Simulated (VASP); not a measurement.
# Sn3Se (Fm-3m) in VASP: further runs

Runs on Sn3Se. Level: PBE. Tasks: single point.

All numbers are computed with VASP 6.6.1; they aren't measurements. Logs are shortened: lines on timing, memory, paths and dates and some standing lists are left out, and cuts for length are marked.

## Step 1: The cell of the first run

It takes space group Fm-3m (No. 225, cubic). The conventional cell has a = 7.565 Å, b = 7.565 Å, c = 7.565 Å, α = 90.00°, β = 90.00°, γ = 90.00°. Sn (site symmetry m-3m) has 8 Sn at 3.28 Å and 6 Se at 3.78 Å within 4.3 Å. Sn (site symmetry -43m) has 10 Sn at 3.28 to 3.78 Å and 4 Se at 3.28 Å within 4.3 Å. Se (site symmetry m-3m) has 14 Sn at 3.28 to 3.78 Å within 4.3 Å.

## Step 2: Single point, PBE

Contents of INCAR:

```
SYSTEM = Sn3Se
  ALGO = Normal
  EDIFF = 1E-7
  ENCUT = 520
  GGA = PE
  ISIF = 2
  ISMEAR = -1
  LASPH = .True.
  LCHARG = .False.
  LREAL = .False.
  LWAVE = .False.
  NBANDS = 32
  NELM = 80
  PREC = Accurate
  SIGMA = 0.05
```

Contents of KPOINTS:

```
k-points
0
Gamma
  6 6 6
  0 0 0
```

Contents of POSCAR:

```
Sn3Se
1.0
    0.0000000000      3.7822638705      3.7822638705
    3.7822638705      0.0000000000      3.7822638705
    3.7822638705      3.7822638705      0.0000000000
Sn Se
3 1
Direct
    0.5000000000      0.5000000000      0.5000000000
    0.7500000000      0.7500000000      0.7500000000
    0.2500000000      0.2500000000      0.2500000000
    0.0000000000      0.0000000000      0.0000000000
```

Potentials or basis: VASP PAW PBE potentials, release 64 (Sn_d, Se).

Command:

```bash
$ cat potpaw_PBE.64/Sn_d/POTCAR potpaw_PBE.64/Se/POTCAR > POTCAR
$ mpirun -np 1 vasp_std > vasp.out
```

OUTCAR:

```text
SYSTEM = Sn3Se
   EDIFF = 1E-7
   ENCUT = 520
   GGA = PE
   ISIF = 2
   ISMEAR = -1
   LASPH = .True.
   LREAL = .False.
   NELM = 80
   PREC = Accurate

 ion  position               nearest neighbor table
   1  0.500  0.500  0.500-   2 3.28   3 3.28   3 3.28   3 3.28   3 3.28   2 3.28   2 3.28   2 3.28

   2  0.750  0.750  0.750-   1 3.28   4 3.28   1 3.28   1 3.28   1 3.28   4 3.28   4 3.28   4 3.28

   3  0.250  0.250  0.250-   1 3.28   4 3.28   4 3.28   4 3.28   4 3.28   1 3.28   1 3.28   1 3.28

   4  0.000  0.000  0.000-   2 3.28   3 3.28   2 3.28   2 3.28   2 3.28   3 3.28   3 3.28   3 3.28

  LATTYP: Found a face centered cubic cell.
 ALAT       =     7.5645277410

  Lattice vectors:

 A1 = (   0.0000000000,   3.7822638705,   3.7822638705)
 A2 = (   3.7822638705,   0.0000000000,   3.7822638705)
 A3 = (   3.7822638705,   3.7822638705,   0.0000000000)

Analysis of symmetry for initial positions (statically):
=====================================================================
 Subroutine PRICEL returns:
 Original cell was already a primitive cell.

 Routine SETGRP: Setting up the symmetry group for a
 face centered cubic supercell.

 Subroutine GETGRP returns: Found 48 space group operations
 (whereof 48 operations were pure point group operations)
 out of a pool of 48 trial point group operations.

The static configuration has the point symmetry O_h .

Analysis of symmetry for dynamics (positions and initial velocities):
=====================================================================
 Subroutine PRICEL returns:
 Original cell was already a primitive cell.

 Routine SETGRP: Setting up the symmetry group for a
 face centered cubic supercell.

 Subroutine GETGRP returns: Found 48 space group operations
 (whereof 48 operations were pure point group operations)
 out of a pool of 48 trial point group operations.

The dynamic configuration has the point symmetry O_h .

 Subroutine INISYM returns: Found 48 space group operations
 (whereof 48 operations are pure point group operations),
 and found     1 'primitive' translations

----------------------------------------------------------------------------------------

                                     Primitive cell

  volume of cell :     108.2145

  direct lattice vectors                    reciprocal lattice vectors
     0.000000000  3.782263871  3.782263871    -0.132195959  0.132195959  0.132195959
     3.782263871  0.000000000  3.782263871     0.132195959 -0.132195959  0.132195959
     3.782263871  3.782263871  0.000000000     0.132195959  0.132195959 -0.132195959

  length of vectors
     5.348928862  5.348928862  5.348928862     0.228970118  0.228970118  0.228970118

  position of ions in fractional coordinates (direct lattice)
     0.500000000  0.500000000  0.500000000
     0.750000000  0.750000000  0.750000000
     0.250000000  0.250000000  0.250000000
     0.000000000  0.000000000  0.000000000

  ion indices of the primitive-cell ions
   primitive index   ion index
                 1           1
                 2           2
                 3           3
                 4           4

----------------------------------------------------------------------------------------

 KPOINTS: k-points

Automatic generation of k-mesh.
 Grid dimensions read from file:
 generate k-points for:    6    6    6

 Generating k-lattice:

  Cartesian coordinates                     Fractional coordinates (reciprocal lattice)
    -0.022032660  0.022032660  0.022032660     0.166666667  0.000000000  0.000000000
     0.022032660 -0.022032660  0.022032660     0.000000000  0.166666667  0.000000000
     0.022032660  0.022032660 -0.022032660     0.000000000  0.000000000  0.166666667

  Length of vectors
     0.038161686  0.038161686  0.038161686

  Shift w.r.t. Gamma in fractional coordinates (k-lattice)
     0.000000000  0.000000000  0.000000000

 Subroutine IBZKPT returns following result:
 ===========================================

 Found     16 irreducible k-points:

 Following reciprocal coordinates:
            Coordinates               Weight
  0.000000  0.000000  0.000000      1.000000
  0.166667  0.000000  0.000000      8.000000
  0.333333  0.000000  0.000000      8.000000
  0.500000  0.000000  0.000000      4.000000
  0.166667  0.166667  0.000000      6.000000
  0.333333  0.166667  0.000000     24.000000
[... 8 lines left out ...]
 -0.333333  0.333333  0.166667     24.000000
 -0.333333  0.500000  0.166667     12.000000
   k-points           NKPTS =     16   k-points in BZ     NKDIM =     16   number of bands    NBANDS=     32
   number of dos      NEDOS =    301   number of ions     NIONS =      4
   total plane-waves  NPLWV =  64000
   dimension x,y,z NGX =    40 NGY =   40 NGZ =   40
   dimension x,y,z NGXF=    80 NGYF=   80 NGZF=   80
   ions per type =               3   1
   NGX,Y,Z   is equivalent  to a cutoff of  12.43, 12.43, 12.43 a.u.
   NGXF,Y,Z  is equivalent  to a cutoff of  24.86, 24.86, 24.86 a.u.
 SYSTEM =  Sn3Se
   PREC   = accura    normal or accurate (medium, high low for compatibility)
   ISTART =      0    job   : 0-new  1-cont  2-samecut
   ICHARG =      2    charge: 1-file 2-atom 10-const
   ISPIN  =      1    spin polarized calculation?
   LNONCOLLINEAR =      F non collinear calculations
   LSORBIT =      F    spin-orbit coupling
   LASPH  =      T    aspherical Exc in radial PAW
   ENCUT  =  520.0 eV  38.22 Ry    6.18 a.u.   9.95  9.95  9.95*2*pi/ulx,y,z
   NELM   =     80;   NELMIN=  2; NELMDL= -5     # of ELM steps
   EDIFF  = 0.1E-06   stopping-criterion for ELM
   LREAL  =      F    real-space projection
   EDIFFG = 0.1E-05   stopping-criterion for IOM
   NSW    =      0    number of steps for IOM
   IBRION =     -1    ionic relax: 0-MD 1-quasi-New 2-CG
   NFREE  =      0    steps in history (QN), initial steepest desc. (CG)
   ISIF   =      2    stress and relaxation
   ISYM   =      2    0-nonsym 1-usesym 2-fastsym
   POTIM  = 0.5000    time-step for ionic-motion
   TEBEG  =    0.0;   TEEND  =   0.0 temperature during run
   PSTRESS=    0.0 pullay stress
   NELECT =      48.0000    total number of electrons
   NUPDOWN=      -1.0000    fix difference up-down
   EMIN   =  10.00;   EMAX   =-10.00  energy-range for DOS
   EFERMI =   0.00;   METHOD = LEGACY
   ISMEAR =    -1;   SIGMA  =   0.05  broadening in eV -4-tet -1-fermi 0-gaus
   EFERMI_NEDOS =   21; number of points for ismear=-14 and -15
   IALGO  =     38    algorithm
   IMIX   =      4    mixing-type and parameters
     AMIX     =   0.40;   BMIX     =  1.00
     AMIX_MAG =   1.60;   BMIX_MAG =  1.00
  volume/ion in A,a.u.               =      27.05       182.57
  Fermi-wavevector in a.u.,A,eV,Ry     =   1.248514  2.359349 21.208588  1.558787
  Thomas-Fermi vector in A             =   2.382597
   LORBIT       =      0    0 simple, 1 ext, 2 COOP (PROOUT), +10 PAW based schemes
   GGA     = PE    functional components
   LHFCALC =     F    Hartree Fock is set to
   AEXX    =    0.0000 exact exchange contribution
   IVDW    =     0    specifies the selected vdW correction
   LEPSILON=     F    determine dielectric tensor
   LRPA    =     F    only Hartree local field effects (RPA)
 non-spin polarized calculation
  energy-cutoff  :      520.00
  volume of cell :      108.21
 maximum number of plane-waves:      2929
   NGX = 19   NGY = 19   NGZ = 19

 number of electron      48.0000000 magnetization

 Free energy of the ion-electron system (eV)
  ---------------------------------------------------
  ext. energy  EPLUGINS =         0.00000000
  ---------------------------------------------------
  free energy    TOTEN  =       -14.82916275 eV

  energy without entropy =      -14.79543067  energy(sigma->0) =      -14.81229671

 E-fermi :   6.7612     XC(G=0): -10.1090

 val. band max:        6.7358566731   @ k =   0.1667   0.1667   0.0000
 cond. band min:       6.7873511807   @ k =  -0.3333   0.3333   0.1667
 fundamental gap:      0.0514945076
 Fermi energy:         6.7612159514

 k-point     1 :       0.0000    0.0000    0.0000
  band No.  band energies     occupation
      1     -14.8465      2.00000
      2     -14.8465      2.00000
      3     -14.8196      2.00000
      4     -14.8196      2.00000
      5     -14.8196      2.00000
      6     -14.8062      2.00000
[... 24 lines left out ...]
     31      13.0311      0.00000
     32      13.0311      0.00000

 k-point     2 :       0.1667    0.0000    0.0000
  band No.  band energies     occupation
      1     -14.8404      2.00000
      2     -14.8404      2.00000
      3     -14.8260      2.00000
      4     -14.8214      2.00000
      5     -14.8214      2.00000
      6     -14.8055      2.00000
[... 24 lines left out ...]
     31      11.6472      0.00000
     32      12.7702      0.00000

 k-point     3 :       0.3333    0.0000    0.0000
  band No.  band energies     occupation
      1     -14.8251      2.00000
      2     -14.8251      2.00000
      3     -14.8250      2.00000
      4     -14.8244      2.00000
      5     -14.8244      2.00000
      6     -14.8043      2.00000
[... 24 lines left out ...]
     31      11.3652      0.00000
     32      13.6306      0.00000

 k-point     4 :       0.5000    0.0000    0.0000
  band No.  band energies     occupation
      1     -14.8269      2.00000
      2     -14.8268      2.00000
      3     -14.8165      2.00000
      4     -14.8057      2.00000
      5     -14.8057      2.00000
      6     -14.8050      2.00000
[... 374 lines left out ...]
     31      11.6497      0.00000
     32      13.4247      0.00000

 k-point    15 :      -0.3333    0.3333    0.1667
  band No.  band energies     occupation
      1     -14.8271      2.00000
      2     -14.8269      2.00000
      3     -14.8203      2.00000
      4     -14.8191      2.00000
      5     -14.8141      2.00000
      6     -14.8130      2.00000
[... 24 lines left out ...]
     31      12.0268      0.00000
     32      14.8658      0.00000

 k-point    16 :      -0.3333    0.5000    0.1667
  band No.  band energies     occupation
      1     -14.8315      2.00000
      2     -14.8248      2.00000
      3     -14.8232      2.00000
      4     -14.8225      2.00000
      5     -14.8208      2.00000
      6     -14.8101      2.00000
[... 24 lines left out ...]
     31      11.5381      0.00000
     32      14.0106      0.00000

------------------------ aborting loop because EDIFF is reached ----------------------------------------

  FORCE on cell =-STRESS in cart. coord.  units (eV):
  Direction    XX          YY          ZZ          XY          YZ          ZX
  --------------------------------------------------------------------------------------
  -------------------------------------------------------------------------------------
  Total       -1.3167128     -1.3167128     -1.3167128      0.0000000      0.0000000      0.0000000
  in kB      -19.4946822    -19.4946822    -19.4946822      0.0000000      0.0000000      0.0000000
  external PRESSURE =     -19.4946822 kB  Pullay stress =       0.0000000 kB

 VOLUME and BASIS-vectors are now :
 -----------------------------------------------------------------------------
  energy-cutoff  :      520.00
  volume of cell :      108.21
      direct lattice vectors                 reciprocal lattice vectors
     0.000000000  3.782263871  3.782263871    -0.132195959  0.132195959  0.132195959
     3.782263871  0.000000000  3.782263871     0.132195959 -0.132195959  0.132195959
     3.782263871  3.782263871  0.000000000     0.132195959  0.132195959 -0.132195959

 POSITION                                       TOTAL-FORCE (eV/Angst)
 -----------------------------------------------------------------------------------
      3.78226      3.78226      3.78226         0.000000      0.000000      0.000000
      5.67340      5.67340      5.67340        -0.000000     -0.000000     -0.000000
      1.89113      1.89113      1.89113         0.000000      0.000000      0.000000
      0.00000      0.00000      0.00000         0.000000      0.000000      0.000000
 -----------------------------------------------------------------------------------
    total drift:                               -0.000000     -0.000000      0.000000

  FREE ENERGIE OF THE ION-ELECTRON SYSTEM (eV)
  ---------------------------------------------------
  free  energy   TOTEN  =       -14.8291627512 eV

  energy  without entropy=      -14.7954306686  energy(sigma->0) =      -14.81229671
```

Wall time 26 s (1 thread of Intel Xeon 6975P-C (Granite Rapids), shared host); peak memory 0.25 GiB.

What came out:

```yaml
Free_energy: -14.8292 eV
Pressure: -1.9 GPa
Band_gap_on_the_k_mesh: zero (band 24 reaches 7.36 eV, above the bottom of band 25 at 5.58 eV)
```

Levels at points of the mesh, in eV from the Fermi level:
```
           k point  band 21  band 22  band 23  band 24  band 25  band 26  band 27  band 28
(0.00, 0.00, 0.00)    -2.72    -2.72    -1.19    -1.19    -1.19    -0.49    -0.49    -0.49
(0.50, 0.00, 0.00)    -3.20    -2.02    -2.02    -0.91     0.29     2.04     2.04     3.48
(0.50, 0.50, 0.00)    -4.58    -0.40     0.43     0.43     0.88     2.68     2.68     3.09
```

Caveat: spin-orbit coupling is left out, which moves the levels of the heavy elements.

(Continued in part 2 of 2.)
